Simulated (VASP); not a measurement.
Wanted: the native input for a VASP 6.6.1 run.

| Quantity | Value |
| --- | --- |
| Task | single point |
| Functional | LDA |
| Potentials or basis | VASP PAW LDA potentials, release 64 (Pt) |
| Cutoff | 520 eV |
| k mesh | 11 × 11 × 6 |
| Occupations | fermi-dirac, width 0.05 eV |
| Spin | no spin polarisation |
| Dipole correction | no |
| Further INCAR settings | ALGO = Fast; EDIFF = 1e-06; NBANDS = 17 |

The structure of Pt lies in POSCAR:

```
Pt
1.0
    2.7233547499      0.0000000000      0.0000000000
   -1.3616773750      2.3584943969      0.0000000000
    0.0000000000      0.0000000000      4.7273674930
Pt
2
Direct
    0.3333333333      0.6666666667      0.2500000000
    0.6666666667      0.3333333333      0.7500000000
```

This cell differs from its parent crystal: volume scaled by 0.96.

These files were run (other wordings do the same):

INCAR

```
SYSTEM = Pt
ALGO = Fast
EDIFF = 1E-6
ENCUT = 520
GGA = CA
ISIF = 2
ISMEAR = -1
LASPH = .TRUE.
LCHARG = .FALSE.
LREAL = .FALSE.
LWAVE = .FALSE.
NBANDS = 17
NELM = 80
PREC = Accurate
SIGMA = 0.05
```

KPOINTS

```
k-points
0
G
  11 11 6
  0 0 0
```

Potentials or basis: VASP PAW LDA potentials, release 64 (Pt).

Command:

```sh
$ cat potpaw_LDA.64/Pt/POTCAR > POTCAR
$ mpirun -np 1 vasp_std > vasp.out
```

Results of the run:

```
Pressure               : -5.1 GPa
Band gap on the k mesh : zero (band 10 reaches 11.42 eV, above the bottom of band 11 at 10.15 eV)
```

Caveat: spin-orbit coupling is left out, which moves the levels of the heavy elements.

Run time: 15 s on 1 thread of Intel(R) Xeon(R) Platinum 8488C (Sapphire Rapids), on a shared host, peak memory 0.14 GiB.
